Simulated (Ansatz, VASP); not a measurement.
HfN in VASP and in Ansatz

The input INCAR:

```
ALGO = Normal
EDIFF = 1E-6
ENCUT = 520
GGA = CA
ISIF = 2
ISMEAR = -1
LASPH = T
LCHARG = F
LREAL = F
LWAVE = F
NBANDS = 14
NELM = 100
PREC = Accurate
SIGMA = 0.03
```

Contents of KPOINTS:

```
k-points
0
Gamma
  9 9 9
```

POSCAR

```
HfN
1.0
    0.0000000000      2.2560000000      2.2560000000
    2.2560000000      0.0000000000      2.2560000000
    2.2560000000      2.2560000000      0.0000000000
Hf N
1 1
Direct
   -0.0600000000     -0.0600000000      0.0600000000
    0.5600000000      0.5600000000      0.4400000000
```

Input for Ansatz:

```yaml
crystal:
  lattice:
    - [0.0, 2.256, 2.256]
    - [2.256, 0.0, 2.256]
    - [2.256, 2.256, 0.0]
  atoms:
    - { symbol: Hf, position: [-0.06, -0.06, 0.06] }
    - { symbol: "N", position: [0.56, 0.56, 0.44] }
kpoints:
  mp_grid: { grid: [9, 9, 9] }
scf:
  occupations: { method: fermi_dirac, width: 0.03 }
hamiltonian:
  xc: lda
  pseudopotentials: { kind: all_electron, lapw: { basis_error: 0.001 } }
output:
  forces: true
  stress: true
  eigenvalues: true
  populations: true
```

Change from the starting cell: shortest bond scaled by 0.76, LAPW.

Alike in both runs: task single point; functional LDA; k mesh 9 × 9 × 9; occupations fermi-dirac, width 0.03 eV; no spin polarisation.

|  | VASP | Ansatz |
| --- | --- | --- |
| version | VASP 6.6.1 | Ansatz 0.2.0 |
| potentials or method | VASP PAW LDA potentials, release 64 (Hf_pv, N), cutoff 520 eV | all-electron LAPW, scalar-relativistic |

```tsv
	VASP	Ansatz	Ansatz less VASP
pressure (GPa)	38.5	38.2	-0.25
traceless stress, the component that is largest in VASP (GPa)	90.66	89.52	-1.140
rms of the force components (eV/Å)	6.341	6.207	-0.1342
```

LDA's correlation is that of Perdew and Zunger in VASP and of Perdew and Wang (1992) in Ansatz. Atom by atom the forces differ by 0.134 eV/Å (rms over components). Both programs put the cell under a high pressure, so it lies far from rest at this level. Ansatz ran all-electron here, and VASP with PAW potentials.

Spin-orbit coupling is off throughout.
